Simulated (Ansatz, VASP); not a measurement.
## AlBC in VASP and in Ansatz

Contents of POSCAR:

```
AlBC
1.0
    2.9010230000      0.0000000000      0.0000000000
    1.4505110000     -6.3001830000      0.0000000000
    0.0000000000      0.0000000000     -2.8107740000
C Al B
2 2 2
Direct
    0.9100200000      0.1799600000      0.7500000000
    0.0899800000      0.8200400000      0.2500000000
    0.3005800000      0.3988400000      0.2500000000
    0.6994200000      0.6011600000      0.7500000000
    0.4645000000      0.0710000000      0.2500000000
    0.5355000000      0.9290000000      0.7500000000
```

Contents of INCAR.step1:

```
PREC = Accurate ; ENCUT = 520
ISMEAR = -1 ; SIGMA = 0.064
LREAL = F ; LASPH = T
NELM = 60 ; ISYM = 0
NBANDS = 19 ; GGA = PE
ALGO = Normal ; EDIFF = 1E-4
LWAVE = T ; LCHARG = F
```

Contents of INCAR.step2:

```
PREC = Accurate ; ENCUT = 520
EDIFF = 1E-6 ; ISMEAR = -1
SIGMA = 0.064 ; LREAL = F
LASPH = T ; NELM = 60
ALGO = Normal ; ISIF = 2
LWAVE = F ; LCHARG = T
METAGGA = R2SCAN ; LMIXTAU = T
LELF = T ; LVHAR = T
ISYM = 0 ; NBANDS = 19
ISTART = 1
```

KPOINTS

```
Automatic mesh
0
Gamma
  6 6 6
```

Input for Ansatz:

```yaml
crystal:
  lattice:
    - [2.901023, 0.0, 0.0]
    - [1.450511, -6.300183, 0.0]
    - [0.0, 0.0, -2.810774]
  atoms:
    - { symbol: C, position: [0.91002, 0.17996, 0.75] }
    - { symbol: C, position: [0.08998, 0.82004, 0.25] }
    - { symbol: Al, position: [0.30058, 0.39884, 0.25] }
    - { symbol: Al, position: [0.69942, 0.60116, 0.75] }
    - { symbol: B, position: [0.4645, 0.071, 0.25] }
    - { symbol: B, position: [0.5355, 0.929, 0.75] }
  symmetry: { detect: false }
kpoints:
  mp_grid: { grid: [6, 6, 6], shift: [0, 0, 0] }
magnetization:
  spin_polarized: false
scf:
  occupations: { method: fermi_dirac, width: 0.064 }
hamiltonian:
  pseudopotentials: { kind: paw }
  xc: r2scan
basis:
  ecutwfc: 500
output:
  forces: true
  stress: true
  eigenvalues: true
  write_density: true
  write_potential: true
  elf: true
  volumetric_format: npy
```

Alike in both runs: task single point; functional r2SCAN; k mesh 6 × 6 × 6; occupations fermi-dirac, width 0.064 eV; no spin polarisation.

```csv
,VASP,Ansatz
version,VASP 6.6.1,Ansatz 0.2.0
potentials or method,"VASP PAW PBE potentials, release 64 (C, Al, B), cutoff 520 eV",PAW plane waves
valence electrons in the cell,20,20
```

```tsv
	VASP	Ansatz	Ansatz less VASP
gap on the k mesh at the Fermi level (eV)	none	none	-
pressure (GPa)	15.5	15.8	+0.25
traceless stress, the component that is largest in VASP (GPa)	-23.92	-23.93	-0.008
rms of the force components (eV/Å)	0.873	0.875	+0.0025
```

VASP's potentials were made for PBE, not for r2SCAN. Atom by atom the forces differ by 0.011 eV/Å (rms over components). A gap of «none» marks a metal or a gap that the smearing closes.

The k mesh is coarse, so the values compare programs but aren't converged.
